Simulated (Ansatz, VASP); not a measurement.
**Two plane-wave programs on LiCl**

Contents of INCAR:

```
PREC = Accurate ; ENCUT = 520
EDIFF = 1E-6 ; ISMEAR = -4
SIGMA = 0.05 ; LREAL = False
LASPH = True ; NELM = 100
ALGO = Normal ; ISIF = 2
LWAVE = False ; LCHARG = False
GGA = CA ; NBANDS = 18
```

KPOINTS

```
regular mesh
0
Gamma
  9 9 4
```

File POSCAR:

```
LiCl
1.0
    3.8660089752      0.0000000000      0.0000000000
   -1.9330044876      3.3480619838      0.0000000000
    0.0000000000      0.0000000000      6.3571610000
Li Cl
2 2
Direct
    0.6666666667      0.3333333333      0.8760170000
    0.3333333333      0.6666666667      0.3760170000
    0.6666666667      0.3333333333      0.4989840000
    0.3333333333      0.6666666667      0.9989840000
```

Input for Ansatz:

```yaml
crystal:
  lattice:
    - [3.8660089752, 0.0, 0.0]
    - [-1.9330044876, 3.3480619838, 0.0]
    - [0.0, 0.0, 6.357161]
  atoms:
    - { symbol: Li, position: [0.6666666667, 0.3333333333, 0.876017] }
    - { symbol: Li, position: [0.3333333333, 0.6666666667, 0.376017] }
    - { symbol: Cl, position: [0.6666666667, 0.3333333333, 0.498984] }
    - { symbol: Cl, position: [0.3333333333, 0.6666666667, 0.998984] }
basis:
  ecutwfc: 420
kpoints:
  mp_grid: { grid: [9, 9, 4] }
hamiltonian:
  xc: lda
scf:
  occupations: { method: tetrahedron_uncorrected }
output:
  forces: true
  eigenvalues: true
  stress: true
```

Alike in both runs: task single point; functional LDA; k mesh 9 × 9 × 4; no spin polarisation.

|  | VASP | Ansatz |
| --- | --- | --- |
| version | VASP 6.6.1 | Ansatz 0.2.0 |
| potentials or method | VASP PAW LDA potentials, release 64 (Li_sv, Cl), cutoff 520 eV | scalar-relativistic, plane waves, PAW |
| occupations | tetrahedron | tetrahedron-uncorrected |
| valence electrons in the cell | 20 | 20 |

VASP gave:

| Item | Value |
| --- | --- |
| gap on the k mesh at the Fermi level (eV) | 5.63 |
| rms of the force components (eV/Å) | 0.010 |

**Question.** Which values does Ansatz return?

**Answer.** gap on the k mesh at the Fermi level (eV): 5.62; rms of the force components (eV/Å): 0.010.

LDA's correlation is that of Perdew and Zunger in VASP and of Perdew and Wang (1992) in Ansatz. Atom by atom the forces differ by 0.000 eV/Å (rms over components). Ansatz's warnings: band table not solved further.

Noted on VASP's run: the cutoff is short for stress, so the pressure is rough.
